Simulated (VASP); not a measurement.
Runs of VASP 6.6.1 on HfN. The structure is that of space group I4/mmm (No. 139), or close to it. The cells are those of the table. 

| cell | gap on the mesh (eV) | pressure (GPa) |
| --- | --- | --- |
| a = 3.126, b = 3.126, c = 3.610 Å, angles 54.7, 54.7, 70.5°, 2 atoms | none | (a) |
| a = 3.343, b = 3.343, c = 3.026 Å, angles 63.1, 63.1, 53.8°, 2 atoms | none | 17.3 |
| a = 3.509, b = 3.509, c = 2.865 Å, angles 65.9, 65.9, 48.2°, 2 atoms | none | 60.3 |
| a = 3.150, b = 3.150, c = 3.395 Å, angles 57.4, 57.4, 65.2°, 2 atoms | none | 16.1 |

Alike in all rows: task single point; level PBE; potentials or basis VASP PAW PBE potentials, release 64 (Hf_pv, N); no spin polarisation; k mesh 26 × 26 × 26; cutoff (eV) 520; smearing gaussian 0.15 eV.

**Question.** Fill in the values left out.

**Answer.** (a) 88.1.

Caveats: spin-orbit coupling is left out, which moves the levels of the heavy elements; an odd number of electrons without spin polarisation forces a metal; a magnetic or distorted state may lie lower; the stress differs along the axes, from -13 to 289 GPa (at least some runs); the stress differs along the axes, from -20 to 36 GPa (at least some runs); the stress differs along the axes, from -11 to 96 GPa (at least some runs); the stress differs along the axes, from -18 to 83 GPa (at least some runs).

A k mesh can miss the band edges, and the runs leave out spin-orbit coupling on Hf.

A gap of «none» marks levels without a gap at the run's occupations.
